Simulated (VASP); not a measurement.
Set up this calculation in VASP 6.6.1, as the native input.

* Task: single point
* Functional: PBE
* Potentials or basis: VASP PAW PBE potentials, release 64 (Zn)
* Cutoff: 520 eV
* k mesh: 16 × 16 × 9
* Occupations: fermi-dirac, width 0.05 eV
* Spin: no spin polarisation
* Dipole correction: no
* Further INCAR settings: ALGO = Normal; EDIFF = 1e-07; NBANDS = 19

The structure of Zn lies in POSCAR:

```
Zn
1.0
    2.5929592875      0.0000000000      0.0000000000
   -1.2964796437      2.2455686139      0.0000000000
    0.0000000000      0.0000000000      4.6586743027
Zn
2
Direct
    0.3333333333      0.6666666667      0.2500000000
    0.6666666667      0.3333333333      0.7500000000
```

The input as run:

INCAR

```
SYSTEM = Zn
PREC = Accurate ; ENCUT = 520
EDIFF = 1E-7 ; ISMEAR = -1
SIGMA = 0.05 ; LREAL = .FALSE.
LASPH = .TRUE. ; NELM = 100
ALGO = Normal ; ISIF = 2
LWAVE = .FALSE. ; LCHARG = .TRUE.
GGA = PE ; LELF = .TRUE.
LVHAR = .TRUE. ; NBANDS = 19
```

KPOINTS

```
Automatic mesh
0
G
  16 16 9
  0 0 0
```

Potentials or basis: VASP PAW PBE potentials, release 64 (Zn).

The run is started by

```sh
$ cat potpaw_PBE.64/Zn/POTCAR > POTCAR
$ mpirun -np 1 vasp_std > vasp.out
```

Results of the run:

```yaml
Pressure: 10.5 GPa
Band_gap_on_the_k_mesh: zero (band 12 reaches 5.61 eV, above the bottom of band 13 at 1.45 eV)
```

Wall time 36 s on 1 thread of Intel Xeon 6975P-C, on a shared host, peak memory 0.18 GiB.
